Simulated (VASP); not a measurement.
# Bi: electric field gradients with PBE

Crystal: Bi.

```xyz
2
Lattice="4.5390 0.0227 0.0227 -2.2498 3.9195 0.0083 0.0591 0.0591 11.8290" Properties=species:S:1:pos:R:3 pbc="T T T"
Bi    0.0279    2.6354    2.9704
Bi    2.3204    1.3660    8.8896
```

This cell differs from its parent crystal: equal xy, yz and zx shear strains of +1 %.

```yaml
Program: VASP 6.6.1
Task: electric field gradients
Functional: PBE
Potentials_or_basis: VASP PAW PBE potentials, release 64 (Bi_d)
Cutoff: 520 eV
k_mesh: 9 × 9 × 3
Occupations: fermi-dirac, width 0.03 eV
Spin: no spin polarisation
Dipole_correction: no
Further_INCAR_settings: ALGO = Normal; EDIFF = 1e-08; NBANDS = 22
```

```json
{
 "Pressure": "-3.3 GPa",
 "Band gap on the k mesh": "zero (bands 15 and 16 overlap by 2.11 eV)",
 "Largest electric field gradient by atom": "Bi -134.9 V/Å²"
}
```

Stress tensor (GPa, compression positive):
```
-4.77  0.04 -0.02
 0.04 -4.77 -0.02
-0.02 -0.02 -0.34
```

Levels at points of the mesh, in eV from the Fermi level:
| k point | band 13 | band 14 | band 15 | band 16 | band 17 | band 18 |
| --- | --- | --- | --- | --- | --- | --- |
| (0.00, 0.00, 0.00) | -0.84 | -0.34 | 1.41 | 1.42 | 1.45 | 1.46 |

Electric field gradients, principal values (V/Å²):
```csv
atom,least,middle,greatest (by size)
1 Bi,62.720,72.179,-134.899
2 Bi,62.720,72.179,-134.899
```

It took 4.5 min on 1 thread of Intel(R) Xeon(R) 6975P-C (Granite Rapids), with other jobs on the host, peak memory 0.63 GiB.

Caveat: the cell differs from its parent crystal (equal xy, yz and zx shear strains of +1 %); the cell stands under tension; without QUAD_EFG the Cq values of the log hold for a quadrupole moment of 1 mb, not for the nuclei; spin-orbit coupling is left out, which moves the levels of the heavy elements.
